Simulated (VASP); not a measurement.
# CdIn2O4 (Fd-3m) in VASP: single point with r2SCAN

Aim: the single point of CdIn2O4 with r2SCAN.

Everything below comes from runs of VASP 6.6.1. Logs are shortened: lines on timing, memory, paths and dates and some standing lists are left out, and cuts for length are marked.

### 1 The cell of the first run

It takes space group Fd-3m (No. 227, cubic). The conventional cell has a = 9.201 Å, b = 9.201 Å, c = 9.201 Å, α = 90.00°, β = 90.00°, γ = 90.00°. Cd (site symmetry -43m) has 4 O at 2.20 Å within 2.9 Å. In (site symmetry -3m) has 6 O at 2.19 Å within 2.9 Å. O (site symmetry 3m) has 3 In at 2.19 Å and 1 Cd at 2.20 Å and 3 O at 2.91 Å within 3.0 Å.

### 2 Single point, r2SCAN

POSCAR reads:

```
CdIn2O4
1.0
    0.0000000000      4.6003628490      4.6003628490
    4.6003628490      0.0000000000      4.6003628490
    4.6003628490      4.6003628490      0.0000000000
Cd In O
2 4 8
Direct
    0.0000000000      0.0000000000      0.0000000000
    0.2500000000      0.2500000000      0.2500000000
    0.6250000000      0.6250000000      0.6250000000
    0.1250000000      0.6250000000      0.6250000000
    0.6250000000      0.6250000000      0.1250000000
    0.6250000000      0.1250000000      0.6250000000
    0.8618762711      0.8618762711      0.8618762711
    0.8356288134      0.3881237289      0.3881237289
    0.8618762711      0.8618762711      0.4143711866
    0.3881237289      0.8356288134      0.3881237289
    0.4143711866      0.8618762711      0.8618762711
    0.3881237289      0.3881237289      0.3881237289
    0.8618762711      0.4143711866      0.8618762711
    0.3881237289      0.3881237289      0.8356288134
```

INCAR.step1 reads:

```
SYSTEM = CdIn2O4
PREC = Accurate ; ENCUT = 660
ISMEAR = 0 ; SIGMA = 0.01
LREAL = .FALSE. ; LASPH = .TRUE.
NELM = 120 ; NBANDS = 75
GGA = PE ; ALGO = Normal
EDIFF = 1E-5 ; LWAVE = .TRUE.
LCHARG = .FALSE. ; GGA_COMPAT = .FALSE.
```

INCAR.step2 reads:

```
SYSTEM = CdIn2O4
PREC = Accurate ; ENCUT = 660
EDIFF = 1E-6 ; ISMEAR = 0
SIGMA = 0.01 ; LREAL = .FALSE.
LASPH = .TRUE. ; NELM = 120
ALGO = Normal ; ISIF = 2
LWAVE = .FALSE. ; LCHARG = .TRUE.
METAGGA = R2SCAN ; LMIXTAU = .TRUE.
LELF = .TRUE. ; LVHAR = .TRUE.
NBANDS = 75 ; ISTART = 1
GGA_COMPAT = .FALSE.
```

KPOINTS reads:

```
regular mesh
0
G
  6 6 6
  0 0 0
```

Potentials or basis: VASP PAW PBE potentials, release 64 (Cd, In_d, O).

Started as:

```bash
> cat potpaw_PBE.64/Cd/POTCAR potpaw_PBE.64/In_d/POTCAR potpaw_PBE.64/O/POTCAR > POTCAR
> cp INCAR.step1 INCAR
> mpirun -np 1 vasp_std > vasp.out
> cp INCAR.step2 INCAR
> mpirun -np 1 vasp_std > vasp.out
```

OUTCAR:

```text
SYSTEM = CdIn2O4
   PREC = Accurate
   ENCUT = 660
   EDIFF = 1E-6
   ISMEAR = 0
   LREAL = .FALSE.
   LASPH = .TRUE.
   NELM = 120
   ISIF = 2
   METAGGA = R2SCAN
   ISTART = 1

 ion  position               nearest neighbor table
   1  0.000  0.000  0.000-   9 2.20  11 2.20  13 2.20   7 2.20   4 3.81   5 3.81   3 3.81   4 3.81
                             6 3.81   4 3.81   5 3.81   6 3.81   3 3.81   5 3.81   6 3.81   3 3.81
   2  0.250  0.250  0.250-   8 2.20  10 2.20  14 2.20  12 2.20   5 3.81   6 3.81   4 3.81   3 3.81
                             4 3.81   6 3.81   3 3.81   4 3.81   5 3.81   3 3.81   5 3.81   6 3.81
   3  0.625  0.625  0.625-   8 2.19   9 2.19  10 2.19  11 2.19  13 2.19  14 2.19   4 3.25   5 3.25
                             6 3.25   5 3.25   6 3.25   4 3.25   1 3.81   2 3.81   1 3.81   2 3.81
   4  0.125  0.625  0.625-   7 2.19  12 2.19  10 2.19   9 2.19  13 2.19  14 2.19   3 3.25   5 3.25
                             6 3.25   3 3.25   5 3.25   6 3.25   2 3.81   1 3.81   2 3.81   2 3.81
   5  0.625  0.625  0.125-   7 2.19  12 2.19  10 2.19  11 2.19   8 2.19  13 2.19   3 3.25   3 3.25
                             4 3.25   6 3.25   6 3.25   4 3.25   2 3.81   2 3.81   1 3.81   1 3.81
   6  0.625  0.125  0.625-   7 2.19  12 2.19   9 2.19  11 2.19   8 2.19  14 2.19   3 3.25   5 3.25
                             3 3.25   4 3.25   5 3.25   4 3.25   2 3.81   2 3.81   2 3.81   1 3.81
   7  0.862  0.862  0.862-   4 2.19   5 2.19   6 2.19   1 2.20
   8  0.836  0.388  0.388-   3 2.19   5 2.19   6 2.19   2 2.20
   9  0.862  0.862  0.414-   3 2.19   4 2.19   6 2.19   1 2.20
  10  0.388  0.836  0.388-   3 2.19   4 2.19   5 2.19   2 2.20
  11  0.414  0.862  0.862-   3 2.19   5 2.19   6 2.19   1 2.20
  12  0.388  0.388  0.388-   4 2.19   5 2.19   6 2.19   2 2.20
  13  0.862  0.414  0.862-   3 2.19   4 2.19   5 2.19   1 2.20
  14  0.388  0.388  0.836-   3 2.19   4 2.19   6 2.19   2 2.20

  LATTYP: Found a face centered cubic cell.
 ALAT       =     9.2007256980

  Lattice vectors:

 A1 = (   0.0000000000,   4.6003628490,   4.6003628490)
 A2 = (   4.6003628490,   0.0000000000,   4.6003628490)
 A3 = (   4.6003628490,   4.6003628490,   0.0000000000)

Analysis of symmetry for initial positions (statically):
=====================================================================
 Subroutine PRICEL returns:
 Original cell was already a primitive cell.

 Routine SETGRP: Setting up the symmetry group for a
 face centered cubic supercell.

 Subroutine GETGRP returns: Found 48 space group operations
 (whereof 24 operations were pure point group operations)
 out of a pool of 48 trial point group operations.

The static configuration has the point symmetry T_d .
 The point group associated with its full space group is O_h .

Analysis of symmetry for dynamics (positions and initial velocities):
=====================================================================
 Subroutine PRICEL returns:
 Original cell was already a primitive cell.

 Routine SETGRP: Setting up the symmetry group for a
 face centered cubic supercell.

 Subroutine GETGRP returns: Found 48 space group operations
 (whereof 24 operations were pure point group operations)
 out of a pool of 48 trial point group operations.

The dynamic configuration has the point symmetry T_d .
 The point group associated with its full space group is O_h .

 Subroutine INISYM returns: Found 48 space group operations
 (whereof 24 operations are pure point group operations),
 and found     1 'primitive' translations

----------------------------------------------------------------------------------------

                                     Primitive cell

  volume of cell :     194.7181

  direct lattice vectors                    reciprocal lattice vectors
     0.000000000  4.600362849  4.600362849    -0.108687079  0.108687079  0.108687079
     4.600362849  0.000000000  4.600362849     0.108687079 -0.108687079  0.108687079
     4.600362849  4.600362849  0.000000000     0.108687079  0.108687079 -0.108687079

  length of vectors
     6.505895533  6.505895533  6.505895533     0.188251543  0.188251543  0.188251543

  position of ions in fractional coordinates (direct lattice)
     0.000000000  0.000000000  0.000000000
     0.250000000  0.250000000  0.250000000
     0.625000000  0.625000000  0.625000000
     0.125000000  0.625000000  0.625000000
     0.625000000  0.625000000  0.125000000
     0.625000000  0.125000000  0.625000000
     0.861876271  0.861876271  0.861876271
     0.835628813  0.388123729  0.388123729
     0.861876271  0.861876271  0.414371187
     0.388123729  0.835628813  0.388123729
[... 42 lines left out ...]

 Subroutine IBZKPT returns following result:
 ===========================================

 Found     16 irreducible k-points:

 Following reciprocal coordinates:
            Coordinates               Weight
  0.000000  0.000000  0.000000      1.000000
  0.166667  0.000000  0.000000      8.000000
  0.333333  0.000000  0.000000      8.000000
  0.500000  0.000000  0.000000      4.000000
  0.166667  0.166667  0.000000      6.000000
  0.333333  0.166667  0.000000     24.000000
[... 8 lines left out ...]
 -0.333333  0.333333  0.166667     24.000000
 -0.333333  0.500000  0.166667     12.000000
   k-points           NKPTS =     16   k-points in BZ     NKDIM =     16   number of bands    NBANDS=     75
   number of dos      NEDOS =    301   number of ions     NIONS =     14
   total plane-waves  NPLWV = 175616
   dimension x,y,z NGX =    56 NGY =   56 NGZ =   56
   dimension x,y,z NGXF=   112 NGYF=  112 NGZF=  112
   ions per type =               2   4   8
   NGX,Y,Z   is equivalent  to a cutoff of  14.31, 14.31, 14.31 a.u.
   NGXF,Y,Z  is equivalent  to a cutoff of  28.62, 28.62, 28.62 a.u.
 SYSTEM =  CdIn2O4
   PREC   = accura    normal or accurate (medium, high low for compatibility)
   ISTART =      1    job   : 0-new  1-cont  2-samecut
   ICHARG =      0    charge: 1-file 2-atom 10-const
   ISPIN  =      1    spin polarized calculation?
   LNONCOLLINEAR =      F non collinear calculations
   LSORBIT =      F    spin-orbit coupling
   LASPH  =      T    aspherical Exc in radial PAW
   ENCUT  =  660.0 eV  48.51 Ry    6.96 a.u.  13.63 13.63 13.63*2*pi/ulx,y,z
   NELM   =    120;   NELMIN=  2; NELMDL=  0     # of ELM steps
   EDIFF  = 0.1E-05   stopping-criterion for ELM
   LREAL  =      F    real-space projection
   EDIFFG = 0.1E-04   stopping-criterion for IOM
   NSW    =      0    number of steps for IOM
   IBRION =     -1    ionic relax: 0-MD 1-quasi-New 2-CG
   NFREE  =      0    steps in history (QN), initial steepest desc. (CG)
   ISIF   =      2    stress and relaxation
   ISYM   =      2    0-nonsym 1-usesym 2-fastsym
   POTIM  = 0.5000    time-step for ionic-motion
   TEBEG  =    0.0;   TEEND  =   0.0 temperature during run
   PSTRESS=    0.0 pullay stress
   NELECT =     124.0000    total number of electrons
   NUPDOWN=      -1.0000    fix difference up-down
   EMIN   =  10.00;   EMAX   =-10.00  energy-range for DOS
   EFERMI =   0.00;   METHOD = LEGACY
   ISMEAR =     0;   SIGMA  =   0.01  broadening in eV -4-tet -1-fermi 0-gaus
   EFERMI_NEDOS =   21; number of points for ismear=-14 and -15
   IALGO  =     38    algorithm
   IMIX   =      4    mixing-type and parameters
     AMIX     =   0.40;   BMIX     =  1.00
     AMIX_MAG =   1.60;   BMIX_MAG =  1.00
  volume/ion in A,a.u.               =      13.91        93.86
  Fermi-wavevector in a.u.,A,eV,Ry     =   1.408467  2.661616 26.990951  1.983779
  Thomas-Fermi vector in A             =   2.530622
   LORBIT       =      0    0 simple, 1 ext, 2 COOP (PROOUT), +10 PAW based schemes
   METAGGA = R2SCAN    functional components
   LHFCALC =     F    Hartree Fock is set to
   AEXX    =    0.0000 exact exchange contribution
   IVDW    =     0    specifies the selected vdW correction
   LEPSILON=     F    determine dielectric tensor
   LRPA    =     F    only Hartree local field effects (RPA)
 non-spin polarized calculation
 Gauss-broadening in eV      SIGMA  =   0.01
  energy-cutoff  :      660.00
  volume of cell :      194.72
 maximum number of plane-waves:      7583
 NGX is ok and might be reduce to    56
   NGX = 27   NGY = 27   NGZ = 27

 number of electron     123.9999970 magnetization

 Free energy of the ion-electron system (eV)
  ---------------------------------------------------
  ext. energy  EPLUGINS =         0.00000000
  ---------------------------------------------------
  free energy    TOTEN  =      -202.06602893 eV

  energy without entropy =     -202.06602893  energy(sigma->0) =     -202.06602893

 E-fermi :   3.2003     XC(G=0): -11.4187

 val. band max:        3.1428657150   @ k =   0.5000   0.0000   0.0000
 cond. band min:       4.7121138323   @ k =   0.0000   0.0000   0.0000
 fundamental gap:      1.5692481173
 Fermi energy:         3.2002732767

 k-point     1 :       0.0000    0.0000    0.0000
  band No.  band energies     occupation
      1     -15.1736      2.00000
      2     -14.5854      2.00000
      3     -14.5854      2.00000
      4     -14.5854      2.00000
      5     -14.3328      2.00000
      6     -14.0997      2.00000
[... 1221 lines left out ...]
     73      13.4512      0.00000
     74      13.4512      0.00000
 [bands above 74 left out]

------------------------ aborting loop because EDIFF is reached ----------------------------------------

  FORCE on cell =-STRESS in cart. coord.  units (eV):
  Direction    XX          YY          ZZ          XY          YZ          ZX
  --------------------------------------------------------------------------------------
  -------------------------------------------------------------------------------------
  Total        1.1984241      1.1984241      1.1984241      0.0000000      0.0000000      0.0000000
  in kB        9.8608613      9.8608613      9.8608613      0.0000000      0.0000000      0.0000000
  external PRESSURE =       9.8608613 kB  Pullay stress =       0.0000000 kB

 VOLUME and BASIS-vectors are now :
 -----------------------------------------------------------------------------
  energy-cutoff  :      660.00
  volume of cell :      194.72
      direct lattice vectors                 reciprocal lattice vectors
     0.000000000  4.600362849  4.600362849    -0.108687079  0.108687079  0.108687079
     4.600362849  0.000000000  4.600362849     0.108687079 -0.108687079  0.108687079
     4.600362849  4.600362849  0.000000000     0.108687079  0.108687079 -0.108687079

 POSITION                                       TOTAL-FORCE (eV/Angst)
 -----------------------------------------------------------------------------------
      0.00000      0.00000      0.00000         0.000000      0.000000     -0.000000
      2.30018      2.30018      2.30018         0.000000      0.000000      0.000000
      5.75045      5.75045      5.75045         0.000000      0.000000      0.000000
      5.75045      3.45027      3.45027         0.000000      0.000000     -0.000000
      3.45027      3.45027      5.75045         0.000000      0.000000      0.000000
      3.45027      5.75045      3.45027         0.000000      0.000000     -0.000000
      7.92989      7.92989      7.92989        -0.004494     -0.004494     -0.004494
      3.57102      5.62971      5.62971         0.004494     -0.004494     -0.004494
      5.87120      5.87120      7.92989         0.004494      0.004494     -0.004494
      5.62971      3.57102      5.62971        -0.004494      0.004494     -0.004494
      7.92989      5.87120      5.87120        -0.004494      0.004494      0.004494
      3.57102      3.57102      3.57102         0.004494      0.004494      0.004494
      5.87120      7.92989      5.87120         0.004494     -0.004494      0.004494
      5.62971      5.62971      3.57102        -0.004494     -0.004494      0.004494
 -----------------------------------------------------------------------------------
    total drift:                                0.000000      0.000000      0.000000

  FREE ENERGIE OF THE ION-ELECTRON SYSTEM (eV)
  ---------------------------------------------------
  free  energy   TOTEN  =      -202.0660289283 eV

  energy  without entropy=     -202.0660289283  energy(sigma->0) =     -202.06602893
```

Run time: 32 min. Hardware: 1 thread of Intel Xeon Platinum 8488C (Sapphire Rapids), shared host; peak memory 0.62 GiB.

What came out:

| Quantity | Value |
| --- | --- |
| Free energy | -202.0660 eV |
| Pressure | 1.0 GPa |
| Largest force | 0.008 eV/Å |
| Band gap on the k mesh | 1.57 eV (least direct gap 1.64 eV) |

Forces on the atoms (eV/Å):
```
Cd   0.000  0.000  0.000
Cd   0.000  0.000  0.000
In   0.000  0.000  0.000
In   0.000  0.000  0.000
In   0.000  0.000  0.000
In   0.000  0.000  0.000
O   -0.004 -0.004 -0.004
O    0.004 -0.004 -0.004
O    0.004  0.004 -0.004
O   -0.004  0.004 -0.004
O   -0.004  0.004  0.004
O    0.004  0.004  0.004
O    0.004 -0.004  0.004
O   -0.004 -0.004  0.004
```

Caveat: the PAW data sets were made with another functional, which shifts forces and pressure a little; spin-orbit coupling is left out, which moves the levels of the heavy elements.
